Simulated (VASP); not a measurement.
Here is a VASP 6.6.1 calculation.

File POSCAR:

```
Sc3F
1.0
    4.4571684928      0.0000000000      0.0000000000
    0.0000000000      4.4571684928      0.0000000000
    0.0000000000      0.0000000000      4.4571684928
Sc F
3 1
Direct
    0.0000000000      0.5000000000      0.5000000000
    0.5000000000      0.0000000000      0.5000000000
    0.5000000000      0.5000000000      0.0000000000
    0.0000000000      0.0000000000      0.0000000000
```

The input INCAR.step1:

```
SYSTEM = Sc3F
ALGO = Normal
EDIFF = 1E-4
ENCUT = 520
GGA = PE
ISMEAR = 0
LASPH = .True.
LCHARG = .False.
LREAL = .False.
LWAVE = .True.
NBANDS = 28
NELM = 80
PREC = Accurate
SIGMA = 0.1
```

File INCAR.step2:

```
SYSTEM = Sc3F
ALGO = Normal
EDIFF = 1E-6
ENCUT = 520
ISIF = 2
ISMEAR = 0
ISTART = 1
LASPH = .True.
LCHARG = .False.
LMIXTAU = .True.
LREAL = .False.
LWAVE = .False.
METAGGA = R2SCAN
NBANDS = 28
NELM = 80
PREC = Accurate
SIGMA = 0.1
```

File KPOINTS:

```
k-points
0
Gamma
  10 10 10
  0 0 0
```

Potentials or basis: VASP PAW PBE potentials, release 64 (Sc_sv, F).

Run with:

```console
$ cat potpaw_PBE.64/Sc_sv/POTCAR potpaw_PBE.64/F/POTCAR > POTCAR
$ cp INCAR.step1 INCAR
$ mpirun -np 1 vasp_std > vasp.out
$ cp INCAR.step2 INCAR
$ mpirun -np 1 vasp_std > vasp.out
```

Problem. Estimate the pressure.

Solution. 0.0 GPa.

Problem. Predict the band gap on the k mesh.

Solution. Zero (band 20 reaches 3.64 eV, above the bottom of band 21 at 3.14 eV).

Caveat: the PAW data sets were made with another functional, which shifts forces and pressure a little.
